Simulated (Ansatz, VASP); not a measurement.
## Si2W: VASP beside Ansatz

```
Si W
1.0
    -1.69137    1.69137    3.58485
     1.69137   -1.69137    3.58485
     1.69137    1.69137   -3.58485
Si W
2 1
Direct
  0.34516 0.34516 0.00000
  0.65484 0.65484 0.00000
  0.00000 0.00000 0.00000
```

Alike in both runs: task single point; functional PBE; k mesh 18 × 18 × 18; occupations gaussian, width 0.15 eV; no spin polarisation.

```csv
,VASP,Ansatz
version,VASP 6.6.1,Ansatz 0.2.0
potentials or method,"VASP PAW PBE potentials, release 64 (Si, W_sv), cutoff 520 eV","scalar-relativistic, plane waves, PAW"
valence electrons in the cell,22,22
```

|  | VASP | Ansatz | Ansatz less VASP |
| --- | --- | --- | --- |
| gap on the k mesh at the Fermi level (eV) | none | none | - |
| pressure (GPa) | 10.4 | 10.4 | +0.04 |
| traceless stress, the component that is largest in VASP (GPa) | 45.13 | 45.23 | +0.107 |
| rms of the force components (eV/Å) | 1.253 | 1.262 | +0.0094 |

Atom by atom the forces differ by 0.009 eV/Å (rms over components). A gap of «none» marks a metal or a gap that the smearing closes.

Spin-orbit coupling is off throughout.
